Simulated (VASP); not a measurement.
# SnO2 (P4_2/mnm) in VASP: notebook

The runs below take SnO2 through single point, relaxation of cell and atoms, with PBE.

Program: VASP 6.6.1. These are calculated values, not measurements. Logs are shortened: lines on timing, memory, paths and dates and some standing lists are left out, and cuts for length are marked.

## Step 1: The cell of the first run

It takes space group P4_2/mnm (No. 136, tetragonal). Conventional cell: a = 4.827 Å, b = 4.827 Å, c = 3.238 Å, α = 90.00°, β = 90.00°, γ = 90.00°. Sn (site symmetry mmm) has 6 O at 2.09 Å within 2.8 Å. O (site symmetry m2m) has 3 Sn at 2.09 Å and 1 O at 2.64 Å within 2.8 Å.

## Step 2: Single point, PBE

The input, INCAR:

```
SYSTEM = SnO2
  PREC = Accurate
  ENCUT = 520
  EDIFF = 1E-6
  ISMEAR = 0
  SIGMA = 0.05
  LREAL = .False.
  LASPH = .True.
  NELM = 100
  ALGO = Normal
  ISIF = 2
  LWAVE = .False.
  LCHARG = .False.
  GGA = PE
  NBANDS = 35
```

The input, KPOINTS:

```
Automatic mesh
0
Gamma
  4 4 6
  0 0 0
```

The input, POSCAR:

```
SnO2
1.0
    4.8269006131      0.0000000000      0.0000000000
    0.0000000000      4.8269006131      0.0000000000
    0.0000000000      0.0000000000      3.2380234323
Sn O
2 4
Direct
    0.0000000000      0.0000000000      0.0000000000
    0.5000000000      0.5000000000      0.5000000000
    0.3065747488      0.3065747488      0.0000000000
    0.1934252512      0.8065747488      0.5000000000
    0.6934252512      0.6934252512      0.0000000000
    0.8065747488      0.1934252512      0.5000000000
```

Potentials or basis: VASP PAW PBE potentials, release 64 (Sn_d, O).

Run with:

```
$ cat potpaw_PBE.64/Sn_d/POTCAR potpaw_PBE.64/O/POTCAR > POTCAR
$ mpirun -np 1 vasp_std > vasp.out
```

OUTCAR:

```text
SYSTEM = SnO2
   PREC = Accurate
   ENCUT = 520
   EDIFF = 1E-6
   ISMEAR = 0
   LREAL = .False.
   LASPH = .True.
   NELM = 100
   ISIF = 2
   GGA = PE

 ion  position               nearest neighbor table
   1  0.000  0.000  0.000-   4 2.09   6 2.09   4 2.09   6 2.09   5 2.09   3 2.09
   2  0.500  0.500  0.500-   3 2.09   5 2.09   3 2.09   5 2.09   4 2.09   6 2.09
   3  0.307  0.307  0.000-   2 2.09   2 2.09   1 2.09
   4  0.193  0.807  0.500-   1 2.09   1 2.09   2 2.09
   5  0.693  0.693  0.000-   2 2.09   2 2.09   1 2.09
   6  0.807  0.193  0.500-   1 2.09   1 2.09   2 2.09

  LATTYP: Found a simple tetragonal cell.
 ALAT       =     4.8269006131
 C/A-ratio  =     0.6708286936

  Lattice vectors:

 A1 = (   4.8269006131,   0.0000000000,   0.0000000000)
 A2 = (   0.0000000000,   4.8269006131,   0.0000000000)
 A3 = (   0.0000000000,   0.0000000000,   3.2380234323)

Analysis of symmetry for initial positions (statically):
=====================================================================
 Subroutine PRICEL returns:
 Original cell was already a primitive cell.

 Routine SETGRP: Setting up the symmetry group for a
 simple tetragonal supercell.

 Subroutine GETGRP returns: Found 16 space group operations
 (whereof  8 operations were pure point group operations)
 out of a pool of 16 trial point group operations.

The static configuration has the point symmetry D_2h.
 The point group associated with its full space group is D_4h.

Analysis of symmetry for dynamics (positions and initial velocities):
=====================================================================
 Subroutine PRICEL returns:
 Original cell was already a primitive cell.

 Routine SETGRP: Setting up the symmetry group for a
 simple tetragonal supercell.

 Subroutine GETGRP returns: Found 16 space group operations
 (whereof  8 operations were pure point group operations)
 out of a pool of 16 trial point group operations.

The dynamic configuration has the point symmetry D_2h.
 The point group associated with its full space group is D_4h.

 Subroutine INISYM returns: Found 16 space group operations
 (whereof  8 operations are pure point group operations),
 and found     1 'primitive' translations

----------------------------------------------------------------------------------------

                                     Primitive cell

  volume of cell :      75.4426

  direct lattice vectors                    reciprocal lattice vectors
     4.826900613  0.000000000  0.000000000     0.207172279  0.000000000  0.000000000
     0.000000000  4.826900613  0.000000000     0.000000000  0.207172279  0.000000000
     0.000000000  0.000000000  3.238023432     0.000000000  0.000000000  0.308830378

  length of vectors
     4.826900613  4.826900613  3.238023432     0.207172279  0.207172279  0.308830378

  position of ions in fractional coordinates (direct lattice)
     0.000000000  0.000000000  0.000000000
     0.500000000  0.500000000  0.500000000
     0.306574749  0.306574749  0.000000000
     0.193425251  0.806574749  0.500000000
     0.693425251  0.693425251  0.000000000
     0.806574749  0.193425251  0.500000000

  ion indices of the primitive-cell ions
   primitive index   ion index
                 1           1
                 2           2
                 3           3
                 4           4
                 5           5
                 6           6

----------------------------------------------------------------------------------------

 KPOINTS: Automatic mesh

Automatic generation of k-mesh.
 Grid dimensions read from file:
 generate k-points for:    4    4    6

 Generating k-lattice:

  Cartesian coordinates                     Fractional coordinates (reciprocal lattice)
     0.051793070  0.000000000  0.000000000     0.250000000  0.000000000  0.000000000
     0.000000000  0.051793070  0.000000000     0.000000000  0.250000000  0.000000000
     0.000000000  0.000000000  0.051471730     0.000000000  0.000000000  0.166666667

  Length of vectors
     0.051793070  0.051793070  0.051471730

  Shift w.r.t. Gamma in fractional coordinates (k-lattice)
     0.000000000  0.000000000  0.000000000

 Subroutine IBZKPT returns following result:
 ===========================================

 Found     24 irreducible k-points:

 Following reciprocal coordinates:
            Coordinates               Weight
  0.000000  0.000000  0.000000      1.000000
  0.250000  0.000000  0.000000      4.000000
  0.500000  0.000000  0.000000      2.000000
  0.250000  0.250000  0.000000      4.000000
  0.500000  0.250000  0.000000      4.000000
  0.500000  0.500000  0.000000      1.000000
[... 16 lines left out ...]
  0.500000  0.250000  0.500000      4.000000
  0.500000  0.500000  0.500000      1.000000
   k-points           NKPTS =     24   k-points in BZ     NKDIM =     24   number of bands    NBANDS=     35
   number of dos      NEDOS =    301   number of ions     NIONS =      6
   total plane-waves  NPLWV =  31104
   dimension x,y,z NGX =    36 NGY =   36 NGZ =   24
   dimension x,y,z NGXF=    72 NGYF=   72 NGZF=   48
   ions per type =               2   4
   NGX,Y,Z   is equivalent  to a cutoff of  12.40, 12.40, 12.32 a.u.
   NGXF,Y,Z  is equivalent  to a cutoff of  24.80, 24.80, 24.64 a.u.
 SYSTEM =  SnO2
   PREC   = accura    normal or accurate (medium, high low for compatibility)
   ISTART =      0    job   : 0-new  1-cont  2-samecut
   ICHARG =      2    charge: 1-file 2-atom 10-const
   ISPIN  =      1    spin polarized calculation?
   LNONCOLLINEAR =      F non collinear calculations
   LSORBIT =      F    spin-orbit coupling
   LASPH  =      T    aspherical Exc in radial PAW
   ENCUT  =  520.0 eV  38.22 Ry    6.18 a.u.   8.97  8.97  6.02*2*pi/ulx,y,z
   NELM   =    100;   NELMIN=  2; NELMDL= -5     # of ELM steps
   EDIFF  = 0.1E-05   stopping-criterion for ELM
   LREAL  =      F    real-space projection
   EDIFFG = 0.1E-04   stopping-criterion for IOM
   NSW    =      0    number of steps for IOM
   IBRION =     -1    ionic relax: 0-MD 1-quasi-New 2-CG
   NFREE  =      0    steps in history (QN), initial steepest desc. (CG)
   ISIF   =      2    stress and relaxation
   ISYM   =      2    0-nonsym 1-usesym 2-fastsym
   POTIM  = 0.5000    time-step for ionic-motion
   TEBEG  =    0.0;   TEEND  =   0.0 temperature during run
   PSTRESS=    0.0 pullay stress
   NELECT =      52.0000    total number of electrons
   NUPDOWN=      -1.0000    fix difference up-down
   EMIN   =  10.00;   EMAX   =-10.00  energy-range for DOS
   EFERMI =   0.00;   METHOD = LEGACY
   ISMEAR =     0;   SIGMA  =   0.05  broadening in eV -4-tet -1-fermi 0-gaus
   EFERMI_NEDOS =   21; number of points for ismear=-14 and -15
   IALGO  =     38    algorithm
   IMIX   =      4    mixing-type and parameters
     AMIX     =   0.40;   BMIX     =  1.00
     AMIX_MAG =   1.60;   BMIX_MAG =  1.00
  volume/ion in A,a.u.               =      12.57        84.85
  Fermi-wavevector in a.u.,A,eV,Ry     =   1.446118  2.732767 28.453280  2.091257
  Thomas-Fermi vector in A             =   2.564223
   LORBIT       =      0    0 simple, 1 ext, 2 COOP (PROOUT), +10 PAW based schemes
   GGA     = PE    functional components
   LHFCALC =     F    Hartree Fock is set to
   AEXX    =    0.0000 exact exchange contribution
   IVDW    =     0    specifies the selected vdW correction
   LEPSILON=     F    determine dielectric tensor
   LRPA    =     F    only Hartree local field effects (RPA)
 non-spin polarized calculation
 Gauss-broadening in eV      SIGMA  =   0.05
  energy-cutoff  :      520.00
  volume of cell :       75.44
 maximum number of plane-waves:      2060
 NGX is ok and might be reduce to    36
   NGX = 17   NGY = 17   NGZ = 13

 number of electron      52.0000002 magnetization

 Free energy of the ion-electron system (eV)
  ---------------------------------------------------
  ext. energy  EPLUGINS =         0.00000000
  ---------------------------------------------------
  free energy    TOTEN  =       -37.30924524 eV

  energy without entropy =      -37.30924524  energy(sigma->0) =      -37.30924524

 E-fermi :   5.7973     XC(G=0): -10.9772

 val. band max:        5.5350106791   @ k =   0.0000   0.0000   0.0000
 cond. band min:       6.2057222983   @ k =   0.0000   0.0000   0.0000
 fundamental gap:      0.6707116192
 Fermi energy:         5.7972677982

 k-point     1 :       0.0000    0.0000    0.0000
  band No.  band energies     occupation
      1     -15.5020      2.00000
      2     -14.8372      2.00000
      3     -14.6441      2.00000
      4     -14.6167      2.00000
      5     -14.6167      2.00000
      6     -14.5511      2.00000
[... 27 lines left out ...]
     34      17.0203      0.00000
     35      17.8189      0.00000

 k-point     2 :       0.2500    0.0000    0.0000
  band No.  band energies     occupation
      1     -15.4188      2.00000
      2     -14.9353      2.00000
      3     -14.6422      2.00000
      4     -14.6138      2.00000
      5     -14.6137      2.00000
      6     -14.6012      2.00000
[... 27 lines left out ...]
     34      17.2798      0.00000
     35      17.7813      0.00000

 k-point     3 :       0.5000    0.0000    0.0000
  band No.  band energies     occupation
      1     -15.1936      2.00000
      2     -15.1936      2.00000
      3     -14.6342      2.00000
      4     -14.6342      2.00000
      5     -14.6106      2.00000
      6     -14.6106      2.00000
[... 27 lines left out ...]
     34      17.5873      0.00000
     35      17.7316      0.00000
[... 723 lines left out ...]
 k-point    23 :       0.5000    0.2500    0.5000
  band No.  band energies     occupation
      1     -15.3815      2.00000
      2     -15.3815      2.00000
      3     -14.7432      2.00000
      4     -14.7432      2.00000
      5     -14.5079      2.00000
      6     -14.5079      2.00000
[... 27 lines left out ...]
     34      16.6068      0.00000
     35      18.0459      0.00000

 k-point    24 :       0.5000    0.5000    0.5000
  band No.  band energies     occupation
      1     -15.2959      2.00000
      2     -15.2959      2.00000
      3     -14.8761      2.00000
      4     -14.8761      2.00000
      5     -14.5047      2.00000
      6     -14.5047      2.00000
[... 27 lines left out ...]
     34      16.1509      0.00000
     35      18.3713      0.00000

------------------------ aborting loop because EDIFF is reached ----------------------------------------

  FORCE on cell =-STRESS in cart. coord.  units (eV):
  Direction    XX          YY          ZZ          XY          YZ          ZX
  --------------------------------------------------------------------------------------
  -------------------------------------------------------------------------------------
  Total        0.2537600      0.2537600      0.3797583      0.0000000      0.0000000      0.0000000
  in kB        5.3891090      5.3891090      8.0649401      0.0000000      0.0000000      0.0000000
  external PRESSURE =       6.2810527 kB  Pullay stress =       0.0000000 kB

 VOLUME and BASIS-vectors are now :
 -----------------------------------------------------------------------------
  energy-cutoff  :      520.00
  volume of cell :       75.44
      direct lattice vectors                 reciprocal lattice vectors
     4.826900613  0.000000000  0.000000000     0.207172279  0.000000000  0.000000000
     0.000000000  4.826900613  0.000000000     0.000000000  0.207172279  0.000000000
     0.000000000  0.000000000  3.238023432     0.000000000  0.000000000  0.308830378

 POSITION                                       TOTAL-FORCE (eV/Angst)
 -----------------------------------------------------------------------------------
      0.00000      0.00000      0.00000         0.000000     -0.000000     -0.000000
      2.41345      2.41345      1.61901         0.000000     -0.000000     -0.000000
      1.47981      1.47981      0.00000        -0.011388     -0.011388      0.000000
      0.93364      3.89326      1.61901         0.011388     -0.011388     -0.000000
      3.34709      3.34709      0.00000         0.011388      0.011388     -0.000000
      3.89326      0.93364      1.61901        -0.011388      0.011388     -0.000000
 -----------------------------------------------------------------------------------
    total drift:                                0.000000      0.000000      0.000000

  FREE ENERGIE OF THE ION-ELECTRON SYSTEM (eV)
  ---------------------------------------------------
  free  energy   TOTEN  =       -37.3092452442 eV

  energy  without entropy=      -37.3092452442  energy(sigma->0) =      -37.30924524
```

Wall time 61 s (1 thread of Intel Xeon 8259CL, shared host); peak memory 0.2 GiB.

What came out:

| Item | Value |
| --- | --- |
| Free energy | -37.3092 eV |
| Pressure | 0.6 GPa |
| Largest force | 0.016 eV/Å |
| Band gap on the k mesh | 0.67 eV |

Forces on the atoms (eV/Å):
```
Sn   0.000  0.000  0.000
Sn   0.000  0.000  0.000
O   -0.011 -0.011  0.000
O    0.011 -0.011  0.000
O    0.011  0.011  0.000
O   -0.011  0.011  0.000
```

Stress tensor (GPa, compression positive):
```
0.54 0.00 0.00
0.00 0.54 0.00
0.00 0.00 0.81
```

Levels at points of the mesh, in eV from the valence-band top:
```
           k point  band 23  band 24  band 25  band 26  band 27  band 28  band 29  band 30
(0.00, 0.00, 0.00)    -1.26    -0.74    -0.74     0.00     0.67     5.69     6.06     6.06
(0.50, 0.00, 0.00)    -1.21    -1.21    -0.61    -0.61     3.88     3.88     6.81     6.81
(0.50, 0.50, 0.00)    -1.33    -1.33    -0.85    -0.85     4.27     4.27     7.15     7.15
(0.00, 0.00, 0.50)    -1.53    -1.53    -1.18    -1.18     5.59     5.59     9.36     9.36
(0.50, 0.00, 0.50)    -1.02    -1.02    -0.75    -0.75     5.85     5.85     7.61     7.61
(0.50, 0.50, 0.50)    -0.92    -0.92    -0.78    -0.78     4.35     4.35     8.61     8.61
```

Caveat: spin-orbit coupling is left out, which moves the levels of the heavy elements. PBE gaps usually lie below the measured ones, often by a third to a half.

## Step 3: Relaxation of cell and atoms, PBE

This run uses another cell than the first one, of 11.92 Å³/atom.

The input, INCAR:

```
SYSTEM = SnO2
PREC = Accurate ; ENCUT = 600
EDIFF = 1E-7 ; ISMEAR = 0
SIGMA = 0.05 ; LREAL = .False.
LASPH = .True. ; NELM = 100
ALGO = Normal ; ISIF = 3
LWAVE = .False. ; LCHARG = .False.
GGA = PE ; IBRION = 2
NSW = 80 ; EDIFFG = -0.03
```

KPOINTS is that of step 2.

The input, POSCAR:

```
SnO2
1.0
    4.7380000000      0.0000000000      0.0000000000
    0.0000000000      4.7380000000      0.0000000000
    0.0000000000      0.0000000000      3.1865000000
Sn O
2 4
Direct
    0.0000000000      0.0000000000      0.0000000000
    0.5000000000      0.5000000000      0.5000000000
    0.3071000000      0.3071000000      0.0000000000
    0.1929000000      0.8071000000      0.5000000000
    0.6929000000      0.6929000000      0.0000000000
    0.8071000000      0.1929000000      0.5000000000
```

Potentials or basis: VASP PAW PBE potentials, release 64 (Sn_d, O).

Run with:

```
$ cat potpaw_PBE.64/Sn_d/POTCAR potpaw_PBE.64/O/POTCAR > POTCAR
$ mpirun -np 1 vasp_std > vasp.out
```

OUTCAR:

```text
SYSTEM = SnO2
   PREC = Accurate
   ENCUT = 600
   EDIFF = 1E-7
   ISMEAR = 0
   LREAL = .False.
   LASPH = .True.
   NELM = 100
   ISIF = 3
   GGA = PE
   IBRION = 2
   NSW = 80
   EDIFFG = -0.03

 ion  position               nearest neighbor table
   1  0.000  0.000  0.000-   4 2.05   6 2.05   4 2.05   6 2.05   5 2.06   3 2.06   2 3.71   2 3.71
                             2 3.71   2 3.71   2 3.71   2 3.71   2 3.71   2 3.71
   2  0.500  0.500  0.500-   3 2.05   5 2.05   3 2.05   5 2.05   4 2.06   6 2.06   1 3.71   1 3.71
                             1 3.71   1 3.71   1 3.71   1 3.71   1 3.71   1 3.71
   3  0.307  0.307  0.000-   2 2.05   2 2.05   1 2.06
   4  0.193  0.807  0.500-   1 2.05   1 2.05   2 2.06
   5  0.693  0.693  0.000-   2 2.05   2 2.05   1 2.06
   6  0.807  0.193  0.500-   1 2.05   1 2.05   2 2.06

  LATTYP: Found a simple tetragonal cell.
[... 201 lines left out ...]
  -------------------------------------------------------------------------------------
  Total        4.6860403      4.6860403      6.1443989      0.0000000      0.0000000      0.0000000
  in kB      104.9572797    104.9572797    137.6213934      0.0000000      0.0000000      0.0000000
  external PRESSURE =     115.8453176 kB  Pullay stress =       0.0000000 kB
[... 147 lines left out ...]
--------------------------------------- Ionic step        5  -------------------------------------------

 number of electron      52.0000001 magnetization

 Free energy of the ion-electron system (eV)
  ---------------------------------------------------
  ext. energy  EPLUGINS =         0.00000000
  ---------------------------------------------------
  free energy    TOTEN  =       -37.30992830 eV

  energy without entropy =      -37.30992830  energy(sigma->0) =      -37.30992830

 E-fermi :   5.7234     XC(G=0): -10.9718

 val. band max:        5.5199097745   @ k =   0.0000   0.0000   0.0000
 cond. band min:       6.1634491123   @ k =   0.0000   0.0000   0.0000
 fundamental gap:      0.6435393378
 Fermi energy:         5.7234123501

 k-point     1 :       0.0000    0.0000    0.0000
  band No.  band energies     occupation
      1     -15.5136      2.00000
      2     -14.8472      2.00000
      3     -14.6632      2.00000
      4     -14.6355      2.00000
      5     -14.6355      2.00000
      6     -14.5738      2.00000
[... 838 lines left out ...]
  FREE ENERGIE OF THE ION-ELECTRON SYSTEM (eV)
  ---------------------------------------------------
  free  energy   TOTEN  =       -37.3099283029 eV

  energy  without entropy=      -37.3099283029  energy(sigma->0) =      -37.30992830

 reached required accuracy - stopping structural energy minimisation
```

OSZICAR:

```text
N       E                     dE             d eps       ncg     rms          rms(c)
DAV:   1     0.707283740945E+03    0.70728E+03   -0.28776E+04  1622   0.286E+03
[... 53 lines left out ...]
DAV:   1    -0.373141326858E+02   -0.58532E-02   -0.40332E-01  1518   0.527E+00    0.445E-01
DAV:   2    -0.373116205588E+02    0.25121E-02   -0.19347E-02  1869   0.132E+00    0.235E-01
DAV:   3    -0.373099747011E+02    0.16459E-02   -0.32063E-03  1928   0.826E-01    0.628E-02
DAV:   4    -0.373099379932E+02    0.36708E-04   -0.71227E-04  2099   0.226E-01    0.195E-02
DAV:   5    -0.373099304759E+02    0.75173E-05   -0.35018E-05  2013   0.599E-02    0.880E-03
DAV:   6    -0.373099280913E+02    0.23846E-05   -0.58280E-06  2050   0.290E-02    0.259E-03
DAV:   7    -0.373099283347E+02   -0.24331E-06   -0.99208E-07  2143   0.124E-02    0.120E-03
DAV:   8    -0.373099283029E+02    0.31782E-07   -0.88673E-08   933   0.256E-03
   5 F= -.37309928E+02 E0= -.37309928E+02  d E =-.164889E-02
```

It took 6.9 min on 1 thread of Intel Xeon 8259CL, shared host; peak memory 0.24 GiB.

What came out:

| Item | Value |
| --- | --- |
| Free energy | -37.3099 eV |
| Relaxed volume | 12.59 Å³/atom |
| Relaxed cell | a = 4.824 Å, b = 4.824 Å, c = 3.246 Å, α = 90.00°, β = 90.00°, γ = 90.00° |
| Space group after relaxing (to 0.1 Å) | P4_2/mnm (No. 136) |
| Energy gained by relaxing | 23.6 meV/atom |
| Ionic steps | 5 |
| Pressure after relaxing | 0.1 GPa |
| Band gap on the k mesh | 0.64 eV |

Forces on the atoms (eV/Å):
```
Sn   0.000  0.000  0.000
Sn   0.000  0.000  0.000
O    0.002  0.002  0.000
O   -0.002  0.002  0.000
O   -0.002 -0.002  0.000
O    0.002 -0.002  0.000
```

The path:
```
step  energy change (eV)  largest force (eV/Å)  pressure (GPa)  volume (Å³)
   1              0.0000                0.2931           11.58        71.53
   2              0.0627                0.3523          -10.32        80.83
   3             -0.1397                0.0626            0.05        75.48
   4             -0.1397                0.0568            0.25        75.40
   5             -0.1414                0.0028            0.13        75.54
```

Final structure:
```
CELL_PARAMETERS angstrom
4.82408 0.00000 0.00000
0.00000 4.82408 0.00000
0.00000 0.00000 3.24618
ATOMIC_POSITIONS crystal
Sn 0.00000 0.00000 0.00000
Sn 0.50000 0.50000 0.50000
O 0.30652 0.30652 0.00000
O 0.19348 0.80652 0.50000
O 0.69348 0.69348 0.00000
O 0.80652 0.19348 0.50000
```

Caveat: spin-orbit coupling is left out, which moves the levels of the heavy elements. As with any semilocal functional, this PBE gap is likely too small.
